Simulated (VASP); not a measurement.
# S (Pm-3m) in VASP: notebook

S is run at these levels: PBEsol; tasks: relaxation of cell and atoms.

Program: VASP 6.6.1. These are calculated values, not measurements. Logs are shortened: lines on timing, memory, paths and dates and some standing lists are left out, and cuts for length are marked.

**1. The cell of the first run**

It takes space group Pm-3m (No. 221, cubic). The conventional cell has a = 1.948 Å, b = 1.948 Å, c = 1.948 Å, α = 90.00°, β = 90.00°, γ = 90.00°. Within 2.6 Å of S (site symmetry m-3m) lie 6 S at 1.95 Å.

This isn't the form of S at room conditions, which is orthorhombic, of S8 rings.

**2. Relaxation of cell and atoms, PBEsol, target pressure 250 GPa, at which the enthalpy is minimised**

Contents of INCAR:

```
SYSTEM = S
ALGO = Normal ; EDIFF = 1E-7
EDIFFG = -0.005 ; ENCUT = 500
GGA = PS ; GGA_COMPAT = .False.
IBRION = 2 ; ISIF = 3
ISMEAR = -1 ; LASPH = .True.
LCHARG = .False. ; LREAL = .False.
LWAVE = .False. ; NELM = 120
NELMIN = 4 ; NSW = 32
PREC = Accurate ; PSTRESS = 2500.0
SIGMA = 0.08
```

Contents of KPOINTS:

```
k-points
0
Gamma
  18 18 18
  0 0 0
```

Contents of POSCAR:

```
S
1.0
    1.9476039621      0.0000000000      0.0000000000
    0.0000000000      1.9476039621      0.0000000000
    0.0000000000      0.0000000000      1.9476039621
S
1
Direct
    0.0000000000      0.0000000000      0.0000000000
```

Potentials or basis: VASP PAW PBE potentials, release 64 (S).

Command:

```bash
$ cat potpaw_PBE.64/S/POTCAR > POTCAR
$ mpirun -np 1 vasp_std > vasp.out
```

OUTCAR:

```text
SYSTEM = S
   EDIFF = 1E-7
   EDIFFG = -0.005
   ENCUT = 500
   GGA = PS
   IBRION = 2
   ISIF = 3
   ISMEAR = -1
   LASPH = .True.
   LREAL = .False.
   NELM = 120
   NELMIN = 4
   NSW = 32
   PREC = Accurate
   PSTRESS = 2500.0

 ion  position               nearest neighbor table
   1  0.000  0.000  0.000-

  LATTYP: Found a simple cubic cell.
 ALAT       =     1.9476039621

  Lattice vectors:

 A1 = (   1.9476039621,   0.0000000000,   0.0000000000)
 A2 = (   0.0000000000,   1.9476039621,   0.0000000000)
 A3 = (   0.0000000000,   0.0000000000,   1.9476039621)

Analysis of symmetry for initial positions (statically):
=====================================================================
 Subroutine PRICEL returns:
 Original cell was already a primitive cell.

 Routine SETGRP: Setting up the symmetry group for a
 simple cubic supercell.

 Subroutine GETGRP returns: Found 48 space group operations
 (whereof 48 operations were pure point group operations)
 out of a pool of 48 trial point group operations.

The static configuration has the point symmetry O_h .

Analysis of symmetry for dynamics (positions and initial velocities):
=====================================================================
 Subroutine PRICEL returns:
 Original cell was already a primitive cell.

 Routine SETGRP: Setting up the symmetry group for a
 simple cubic supercell.

 Subroutine GETGRP returns: Found 48 space group operations
 (whereof 48 operations were pure point group operations)
 out of a pool of 48 trial point group operations.

The dynamic configuration has the point symmetry O_h .

 Subroutine INISYM returns: Found 48 space group operations
 (whereof 48 operations are pure point group operations),
 and found     1 'primitive' translations

----------------------------------------------------------------------------------------

                                     Primitive cell

  volume of cell :       7.3876

  direct lattice vectors                    reciprocal lattice vectors
     1.947603962  0.000000000  0.000000000     0.513451410  0.000000000  0.000000000
     0.000000000  1.947603962  0.000000000     0.000000000  0.513451410  0.000000000
     0.000000000  0.000000000  1.947603962     0.000000000  0.000000000  0.513451410

  length of vectors
     1.947603962  1.947603962  1.947603962     0.513451410  0.513451410  0.513451410

  position of ions in fractional coordinates (direct lattice)
     0.000000000  0.000000000  0.000000000

  ion indices of the primitive-cell ions
   primitive index   ion index
                 1           1

----------------------------------------------------------------------------------------

 KPOINTS: k-points

Automatic generation of k-mesh.
 Grid dimensions read from file:
 generate k-points for:   18   18   18

 Generating k-lattice:

  Cartesian coordinates                     Fractional coordinates (reciprocal lattice)
     0.028525078  0.000000000  0.000000000     0.055555556  0.000000000  0.000000000
     0.000000000  0.028525078  0.000000000     0.000000000  0.055555556  0.000000000
     0.000000000  0.000000000  0.028525078     0.000000000  0.000000000  0.055555556

  Length of vectors
     0.028525078  0.028525078  0.028525078

  Shift w.r.t. Gamma in fractional coordinates (k-lattice)
     0.000000000  0.000000000  0.000000000

 Subroutine IBZKPT returns following result:
 ===========================================

 Found    220 irreducible k-points:

 Following reciprocal coordinates:
            Coordinates               Weight
  0.000000  0.000000  0.000000      1.000000
  0.055556  0.000000  0.000000      6.000000
  0.111111  0.000000  0.000000      6.000000
  0.166667  0.000000  0.000000      6.000000
  0.222222  0.000000  0.000000      6.000000
  0.277778  0.000000  0.000000      6.000000
[... 16 lines left out ...]
  0.277778  0.111111  0.000000     24.000000
  0.333333  0.111111  0.000000     24.000000
 [... further k-points ...]
   k-points           NKPTS =    220   k-points in BZ     NKDIM =    220   number of bands    NBANDS=      7
   number of dos      NEDOS =    301   number of ions     NIONS =      1
   total plane-waves  NPLWV =   2744
   dimension x,y,z NGX =    14 NGY =   14 NGZ =   14
   dimension x,y,z NGXF=    28 NGYF=   28 NGZF=   28
   ions per type =               1
   NGX,Y,Z   is equivalent  to a cutoff of  11.95, 11.95, 11.95 a.u.
   NGXF,Y,Z  is equivalent  to a cutoff of  23.90, 23.90, 23.90 a.u.
 SYSTEM =  S
   PREC   = accura    normal or accurate (medium, high low for compatibility)
   ISTART =      0    job   : 0-new  1-cont  2-samecut
   ICHARG =      2    charge: 1-file 2-atom 10-const
   ISPIN  =      1    spin polarized calculation?
   LNONCOLLINEAR =      F non collinear calculations
   LSORBIT =      F    spin-orbit coupling
   LASPH  =      T    aspherical Exc in radial PAW
   ENCUT  =  500.0 eV  36.75 Ry    6.06 a.u.   3.55  3.55  3.55*2*pi/ulx,y,z
   NELM   =    120;   NELMIN=  4; NELMDL= -5     # of ELM steps
   EDIFF  = 0.1E-06   stopping-criterion for ELM
   LREAL  =      F    real-space projection
   EDIFFG = -.5E-02   stopping-criterion for IOM
   NSW    =     32    number of steps for IOM
   IBRION =      2    ionic relax: 0-MD 1-quasi-New 2-CG
   NFREE  =      1    steps in history (QN), initial steepest desc. (CG)
   ISIF   =      3    stress and relaxation
   ISYM   =      2    0-nonsym 1-usesym 2-fastsym
   POTIM  = 0.5000    time-step for ionic-motion
   TEBEG  =    0.0;   TEEND  =   0.0 temperature during run
   PSTRESS= 2500.0 pullay stress
   NELECT =       6.0000    total number of electrons
   NUPDOWN=      -1.0000    fix difference up-down
   EMIN   =  10.00;   EMAX   =-10.00  energy-range for DOS
   EFERMI =   0.00;   METHOD = LEGACY
   ISMEAR =    -1;   SIGMA  =   0.08  broadening in eV -4-tet -1-fermi 0-gaus
   EFERMI_NEDOS =   21; number of points for ismear=-14 and -15
   IALGO  =     38    algorithm
   IMIX   =      4    mixing-type and parameters
     AMIX     =   0.40;   BMIX     =  1.00
     AMIX_MAG =   1.60;   BMIX_MAG =  1.00
  volume/ion in A,a.u.               =       7.39        49.85
  Fermi-wavevector in a.u.,A,eV,Ry     =   1.527418  2.886402 31.742474  2.333006
  Thomas-Fermi vector in A             =   2.635317
   LORBIT       =      0    0 simple, 1 ext, 2 COOP (PROOUT), +10 PAW based schemes
   GGA     = PS    functional components
   LHFCALC =     F    Hartree Fock is set to
   AEXX    =    0.0000 exact exchange contribution
   IVDW    =     0    specifies the selected vdW correction
   LEPSILON=     F    determine dielectric tensor
   LRPA    =     F    only Hartree local field effects (RPA)
 conjugate gradient relaxation of ions
 non-spin polarized calculation
  energy-cutoff  :      500.00
  volume of cell :        7.39
 maximum number of plane-waves:       197
   NGX =  7   NGY =  7   NGZ =  7

--------------------------------------- Ionic step        1  -------------------------------------------

 number of electron       6.0000002 magnetization

 Free energy of the ion-electron system (eV)
  ---------------------------------------------------
  ext. energy  EPLUGINS =         0.00000000
  ---------------------------------------------------
  free energy    TOTEN  =         0.02321481 eV

  energy without entropy =        0.03130027  energy(sigma->0) =        0.02725754

------------------------ aborting loop because EDIFF is reached ----------------------------------------

  FORCE on cell =-STRESS in cart. coord.  units (eV):
  Direction    XX          YY          ZZ          XY          YZ          ZX
  --------------------------------------------------------------------------------------
  -------------------------------------------------------------------------------------
  Total       11.4197605     11.4197605     11.4197605      0.0000000      0.0000000     -0.0000000
  in kB     2476.6556717   2476.6556717   2476.6556717      0.0000000      0.0000000     -0.0000000
  external PRESSURE =     -23.3443283 kB  Pullay stress =    2500.0000000 kB

 VOLUME and BASIS-vectors are now :
 -----------------------------------------------------------------------------
  energy-cutoff  :      500.00
  volume of cell :        7.39
      direct lattice vectors                 reciprocal lattice vectors
     1.947603962  0.000000000  0.000000000     0.513451410  0.000000000  0.000000000
     0.000000000  1.947603962  0.000000000     0.000000000  0.513451410  0.000000000
     0.000000000  0.000000000  1.947603962     0.000000000  0.000000000  0.513451410
[... 44 lines left out ...]
  FREE ENERGIE OF THE ION-ELECTRON SYSTEM (eV)
  ---------------------------------------------------
  free  energy   TOTEN  =         0.2053373070 eV

  energy  without entropy=        0.2132053942  energy(sigma->0) =        0.20927135

  enthalpy is  TOTEN    =        11.5540890878 eV   P V=       11.3487517808

--------------------------------------- Ionic step        3  -------------------------------------------

 number of electron       6.0000002 magnetization

 Free energy of the ion-electron system (eV)
  ---------------------------------------------------
  ext. energy  EPLUGINS =         0.00000000
  ---------------------------------------------------
  free energy    TOTEN  =         0.05250782 eV

  energy without entropy =        0.06058451  energy(sigma->0) =        0.05654617

 E-fermi :  23.3351     XC(G=0): -14.9512

 val. band max:       23.3195540587   @ k =   0.3889   0.3889   0.3333
 cond. band min:      23.3560499974   @ k =   0.5000   0.1667   0.1667
 fundamental gap:      0.0364959387
 Fermi energy:        23.3350721232

 k-point     1 :       0.0000    0.0000    0.0000
  band No.  band energies     occupation
      1      -5.7071      2.00000
      2      27.0756      0.00000
      3      27.0756      0.00000
      4      28.2441      0.00000
      5      28.2441      0.00000
      6      28.2441      0.00000
      7      43.8421      0.00000

 k-point     2 :       0.0556    0.0000    0.0000
  band No.  band energies     occupation
      1      -5.5942      2.00000
      2      24.5055      0.00000
      3      27.1662      0.00000
      4      28.3363      0.00000
      5      28.3363      0.00000
      6      30.7333      0.00000
      7      44.1548      0.00000
[... 201 lines left out ...]
 k-point    23 :       0.2778    0.1111    0.0000
  band No.  band energies     occupation
      1      -2.4674      2.00000
      2      13.1789      2.00000
      3      24.2056      0.00004
      4      30.8672      0.00000
      5      33.6838      0.00000
      6      40.8486      0.00000
      7      43.3095      0.00000

 k-point    24 :       0.3333    0.1111    0.0000
  band No.  band energies     occupation
      1      -1.2646      2.00000
      2      10.6317      2.00000
      3      25.1063      0.00000
      4      31.8060      0.00000
      5      34.3681      0.00000
      6      39.2295      0.00000
      7      43.9305      0.00000

 [... further k-points ...]

------------------------ aborting loop because EDIFF is reached ----------------------------------------

  FORCE on cell =-STRESS in cart. coord.  units (eV):
  Direction    XX          YY          ZZ          XY          YZ          ZX
  --------------------------------------------------------------------------------------
  -------------------------------------------------------------------------------------
  Total       11.4976488     11.4976488     11.4976488     -0.0000000     -0.0000000      0.0000000
  in kB     2499.9305531   2499.9305531   2499.9305531     -0.0000000     -0.0000000      0.0000000
  external PRESSURE =      -0.0694469 kB  Pullay stress =    2500.0000000 kB

 VOLUME and BASIS-vectors are now :
 -----------------------------------------------------------------------------
  energy-cutoff  :      500.00
  volume of cell :        7.37
      direct lattice vectors                 reciprocal lattice vectors
     1.945944992 -0.000000000 -0.000000000     0.513889141 -0.000000000 -0.000000000
     0.000000000  1.945944992 -0.000000000     0.000000000  0.513889141 -0.000000000
     0.000000000  0.000000000  1.945944992     0.000000000  0.000000000  0.513889141

 POSITION                                       TOTAL-FORCE (eV/Angst)
 -----------------------------------------------------------------------------------
      0.00000      0.00000      0.00000         0.000000      0.000000      0.000000
 -----------------------------------------------------------------------------------
    total drift:                                0.000000      0.000000      0.000000

  FREE ENERGIE OF THE ION-ELECTRON SYSTEM (eV)
  ---------------------------------------------------
  free  energy   TOTEN  =         0.0525078250 eV

  energy  without entropy=        0.0605845091  energy(sigma->0) =        0.05654617

  enthalpy is  TOTEN    =        11.5504760719 eV   P V=       11.4979682469

 reached required accuracy - stopping structural energy minimisation
```

It took 4.3 s on 1 thread of Intel Xeon 6975P-C (Granite Rapids), shared host; peak memory 0.11 GiB.

What came out:

* Free energy: 0.0525 eV
* Relaxed volume: 7.37 Å³/atom
* Relaxed cell: a = 1.946 Å, b = 1.946 Å, c = 1.946 Å, α = 90.00°, β = 90.00°, γ = 90.00°
* Space group after relaxing (to 0.1 Å): Pm-3m (No. 221)
* Energy change on relaxing (the run minimises the enthalpy): +29.3 meV/atom
* Ionic steps: 3
* Pressure after relaxing: 250.0 GPa
* Band gap on the k mesh: zero (bands 3 and 4 overlap by 13.51 eV)

Step by step:
| step | energy change (eV) | largest force (eV/Å) | pressure (GPa) | volume (Å³) |
| --- | --- | --- | --- | --- |
| 1 | 0.0000 | 0.0000 | 247.67 | 7.39 |
| 2 | 0.1821 | 0.0000 | 262.27 | 7.27 |
| 3 | 0.0293 | 0.0000 | 249.99 | 7.37 |

Final structure:
```
CELL_PARAMETERS angstrom
1.94594 0.00000 0.00000
0.00000 1.94594 0.00000
0.00000 0.00000 1.94594
ATOMIC_POSITIONS crystal
S 0.00000 0.00000 0.00000
```

Caveat: the cell is relaxed towards a set pressure, so the run minimises the enthalpy, not the energy; the PAW data sets were made with another functional, which shifts forces and pressure a little.

**3. Relaxation of cell and atoms, PBEsol, target pressure 250 GPa, at which the enthalpy is minimised**

This run uses another cell than the first one, of 7.66 Å³/atom.

Contents of INCAR:

```
ALGO     = Normal         # electronic algorithm
EDIFF    = 1E-7           # SCF threshold, eV
EDIFFG   = -0.005         # ionic threshold
ENCUT    = 500            # plane-wave cutoff, eV
GGA      = PS             # functional
GGA_COMPAT= F            
IBRION   = 2              # ionic algorithm
ISIF     = 3              # what is computed and relaxed
ISMEAR   = -1             # smearing method
LASPH    = T              # aspherical terms in the spheres
LCHARG   = F              # write CHGCAR
LREAL    = F              # projectors in reciprocal space
LWAVE    = F              # write WAVECAR
NELM     = 120            # most SCF steps
NELMIN   = 4            
NSW      = 60             # ionic steps
PREC     = Accurate       # precision mode
PSTRESS  = 2500.0       
SIGMA    = 0.08           # smearing width, eV
```

Contents of KPOINTS:

```
k-points
0
Gamma
  18 18 18
```

Contents of POSCAR:

```
S
1.0
    1.9709223965      0.0000000000      0.0000000000
    0.0000000000      1.9709223965      0.0000000000
    0.0000000000      0.0000000000      1.9709223965
S
1
Direct
    0.0000000000      0.0000000000      0.0000000000
```

Potentials or basis: VASP PAW PBE potentials, release 64 (S).

Command:

```bash
$ cat potpaw_PBE.64/S/POTCAR > POTCAR
$ mpirun -np 1 vasp_std > vasp.out
```

It took 6.5 s on 1 thread of Intel Xeon 6975P-C (Granite Rapids), shared host; peak memory 0.11 GiB.

Results (log left out):

```
Free energy                                                : 0.0522 eV
Relaxed volume                                             : 7.37 Å³/atom
Relaxed cell                                               : a = 1.946 Å, b = 1.946 Å, c = 1.946 Å, α = 90.00°, β = 90.00°, γ = 90.00°
Space group after relaxing (to 0.1 Å)                      : Pm-3m (No. 221)
Energy change on relaxing (the run minimises the enthalpy) : +418.5 meV/atom
Ionic steps                                                : 5
Pressure after relaxing                                    : 250.0 GPa
Band gap on the k mesh                                     : zero (bands 3 and 4 overlap by 13.51 eV)
```

The path:
```csv
step,energy change (eV),largest force (eV/Å),pressure (GPa),volume (Å³)
1,0.0000,0.0000,217.42,7.66
2,3.3865,0.0000,512.68,6.06
3,0.3717,0.0000,246.29,7.40
4,0.4092,0.0000,249.26,7.37
5,0.4185,0.0000,250.00,7.37
```

Final structure:
```cif
data_structure
_symmetry_space_group_name_H-M 'P 1'
_symmetry_Int_Tables_number 1
_cell_length_a 1.9459
_cell_length_b 1.9459
_cell_length_c 1.9459
_cell_angle_alpha 90.000
_cell_angle_beta 90.000
_cell_angle_gamma 90.000
_cell_volume 7.37
loop_
_atom_site_label
_atom_site_type_symbol
_atom_site_fract_x
_atom_site_fract_y
_atom_site_fract_z
_atom_site_occupancy
S1 S 0.00000 0.00000 0.00000 1
```

Levels at points of the mesh, in eV from the Fermi level:
```tsv
k point	band 1	band 2	band 3	band 4	band 5	band 6	band 7
(0.00, 0.00, 0.00)	-29.04	3.74	3.74	4.91	4.91	4.91	20.51
(0.50, 0.00, 0.00)	-21.14	-18.77	7.92	10.51	10.51	16.05	16.05
(0.50, 0.50, 0.00)	-12.74	-12.74	-12.21	-5.59	15.97	20.36	20.36
(0.50, 0.50, 0.50)	-7.12	-7.12	-7.12	0.33	0.33	0.33	1.13
```

Caveat: the cell is relaxed towards a set pressure, so the run minimises the enthalpy, not the energy; the PAW data sets were made with another functional, which shifts forces and pressure a little.
